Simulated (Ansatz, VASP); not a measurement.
**TiAl: VASP beside Ansatz**

Contents of POSCAR:

```
TiAl
1.0
   -3.1713456453      3.1713456453      3.1713456453
    3.1713456453     -3.1713456453      3.1713456453
    3.1713456453      3.1713456453     -3.1713456453
Ti Al
4 4
Direct
    0.5000000000      0.5000000000      0.0000000000
    0.0000000000      0.0000000000      0.0000000000
    0.0000000000      0.5000000000      0.5000000000
    0.5000000000      0.0000000000      0.5000000000
    0.5000000000      0.5000000000      0.5000000000
    0.0000000000      0.0000000000      0.5000000000
    0.0000000000      0.5000000000      0.0000000000
    0.5000000000      0.0000000000      0.0000000000
```

INCAR.step1

```
PREC = Accurate ; ENCUT = 520
ISMEAR = 0 ; SIGMA = 0.15
LREAL = False ; LASPH = True
NELM = 60 ; NBANDS = 40
GGA = PE ; ALGO = Normal
EDIFF = 1E-4 ; LWAVE = True
LCHARG = False
```

Contents of INCAR.step2:

```
PREC = Accurate ; ENCUT = 520
EDIFF = 1E-7 ; ISMEAR = 0
SIGMA = 0.15 ; LREAL = False
LASPH = True ; NELM = 60
ALGO = Normal ; ISIF = 2
LWAVE = False ; LCHARG = False
METAGGA = R2SCAN ; LMIXTAU = True
NBANDS = 40 ; ISTART = 1
```

The input KPOINTS:

```
regular mesh
0
Gamma
  14 14 14
```

Input for Ansatz:

```yaml
crystal:
  lattice:
    - [-3.1713456453, 3.1713456453, 3.1713456453]
    - [3.1713456453, -3.1713456453, 3.1713456453]
    - [3.1713456453, 3.1713456453, -3.1713456453]
  atoms:
    - { symbol: Ti, position: [0.5, 0.5, 0.0] }
    - { symbol: Ti, position: [0.0, 0.0, 0.0] }
    - { symbol: Ti, position: [0.0, 0.5, 0.5] }
    - { symbol: Ti, position: [0.5, 0.0, 0.5] }
    - { symbol: Al, position: [0.5, 0.5, 0.5] }
    - { symbol: Al, position: [0.0, 0.0, 0.5] }
    - { symbol: Al, position: [0.0, 0.5, 0.0] }
    - { symbol: Al, position: [0.5, 0.0, 0.0] }
basis:
  ecutwfc: 500
kpoints:
  mp_grid: { grid: [14, 14, 14] }
hamiltonian:
  xc: r2scan
scf:
  occupations: { method: gaussian, width: 0.15 }
output:
  forces: true
  stress: true
  eigenvalues: true
  write_density: true
  write_potential: true
  elf: true
  volumetric_format: npy
```

Alike in both runs: task single point; functional r2SCAN; k mesh 14 × 14 × 14; occupations gaussian, width 0.15 eV; no spin polarisation.

|  | VASP | Ansatz |
| --- | --- | --- |
| version | VASP 6.6.1 | Ansatz 0.2.0 |
| potentials or method | VASP PAW PBE potentials, release 64 (Ti_sv, Al), cutoff 520 eV | scalar-relativistic, plane waves, PAW |
| valence electrons in the cell | 60 | 60 |

|  | VASP | Ansatz | Ansatz less VASP |
| --- | --- | --- | --- |
| gap on the k mesh at the Fermi level (eV) | none | none | - |
| pressure (GPa) | 0.2 | 0.1 | -0.14 |

VASP's potentials were made for PBE, not for r2SCAN. A gap of «none» marks a metal or a gap that the smearing closes.
